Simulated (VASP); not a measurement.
# ScF: single point with PBE+D3(BJ)

The system is ScF.

```xyz
4
Lattice="1.6483 0.9517 6.7408 -1.6483 0.9517 6.7408 0.0000 -1.9033 6.7408" Properties=species:S:1:pos:R:3 pbc="T T T"
Sc    0.0000    0.0000    4.6389
Sc    0.0000    0.0000   15.5835
F     0.0000    0.0000    7.7596
F     0.0000    0.0000   12.4628
```

```json
{"Program": "VASP 6.6.1", "Task": "single point", "Functional": "PBE", "Dispersion": "D3(BJ)", "Potentials or basis": "VASP PAW PBE potentials, release 64 (Sc_sv, F)", "Cutoff": "520 eV", "k mesh": "15 × 15 × 15", "Occupations": "fermi-dirac, width 0.15 eV", "Spin": "no spin polarisation"}
```

The pressure is 0.2 GPa. The largest force is 0.047 eV/Å. The band gap on the k mesh is zero (bands 18 and 19 overlap by 0.49 eV) and the dispersion energy per atom is -0.217 eV.

Forces on the atoms (eV/Å):
```
Sc   0.000  0.000 -0.036
Sc   0.000  0.000  0.036
F    0.000  0.000 -0.047
F    0.000  0.000  0.047
```

Stress tensor (GPa, compression positive):
```
0.33 0.00 0.00
0.00 0.33 0.00
0.00 0.00 0.04
```

Levels at points of the mesh, in eV from the Fermi level:
| k point | band 15 | band 16 | band 17 | band 18 | band 19 | band 20 | band 21 | band 22 |
| --- | --- | --- | --- | --- | --- | --- | --- | --- |
| (0.00, 0.00, 0.00) | -7.16 | -6.96 | -2.90 | 0.11 | 1.59 | 1.59 | 2.02 | 2.15 |

It took 21 min on 1 thread of Intel(R) Xeon(R) 6975P-C (Granite Rapids), with other jobs on the host, peak memory 0.71 GiB.
